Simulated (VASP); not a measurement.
Here is a VASP 6.6.1 calculation.

INCAR

```
ALGO = Normal ; EDIFF = 1E-8
ENCUT = 520 ; ISIF = 2
ISMEAR = 0 ; LASPH = T
LCALCEPS = T ; LCHARG = F
LMIXTAU = T ; LREAL = F
LWAVE = F ; METAGGA = R2SCAN
NELM = 100 ; PREC = Accurate
SIGMA = 0.01
```

KPOINTS

```
k-points
0
Gamma
  6 6 6
```

File POSCAR:

```
AgCl
1.0
    0.0000000000      2.7731725676      2.7731725676
    2.7731725676      0.0000000000      2.7731725676
    2.7731725676      2.7731725676      0.0000000000
Ag Cl
1 1
Direct
    0.0000000000      0.0000000000      0.0000000000
    0.5000000000      0.5000000000      0.5000000000
```

Potentials or basis: VASP PAW PBE potentials, release 64 (Ag, Cl).

Launch:

```bash
$ cat potpaw_PBE.64/Ag/POTCAR potpaw_PBE.64/Cl/POTCAR > POTCAR
$ mpirun -np 1 vasp_std > vasp.out
```

Question: What does it give for the electronic dielectric tensor (diagonal)?

Answer: 4.48.

Question: What does it give for the Born charges (mean of the diagonal)?

Answer: Ag +1.39; Cl -1.39 e.

Question: What does it give for the band gap on the k mesh?

Answer: 1.42 eV (least direct gap 3.80 eV).

Electronic dielectric tensor:
```
4.48 0.00 0.00
0.00 4.48 0.00
0.00 0.00 4.48
```

Caveat: the PAW data sets were made with another functional, which shifts forces and pressure a little. r2SCAN opens gaps a little over a GGA but as a rule still falls short of measured ones.
